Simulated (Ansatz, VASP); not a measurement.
## Two plane-wave programs on YS3

```
Y S
1.0
    -1.86965    1.86965    5.69080
     1.86965   -1.86965    5.69080
     1.86965    1.86965   -5.69080
Y S
1 3
Cartesian
  0.0000 0.0000 0.0000
  0.0000 0.0000 5.6908
  1.8697 0.0000 2.8454
  0.0000 1.8697 2.8454
```

Alike in both runs: functional PBE; k mesh 6 × 6 × 6; occupations gaussian, width 0.1 eV; no spin polarisation.

Ansatz relaxed the structure, and its values are those at the end. VASP's run is a single point on that final structure, the one shown.

```csv
,VASP,Ansatz
version,VASP 6.6.1,Ansatz 0.2.0
potentials or method,"VASP PAW PBE potentials, release 64 (Y_sv, S), cutoff 520 eV","scalar-relativistic, plane waves, PAW"
valence electrons in the cell,29,29
```

Ansatz gave:

| Quantity | Value |
| --- | --- |
| gap on the k mesh at the Fermi level (eV) | none |
| pressure (GPa) | 0.1 |

Task: Estimate VASP's values.

Result: gap on the k mesh at the Fermi level (eV): none; pressure (GPa): 0.0.

A gap of «none» marks a metal or a gap that the smearing closes.

The k mesh is coarse, so the values compare programs but aren't converged.
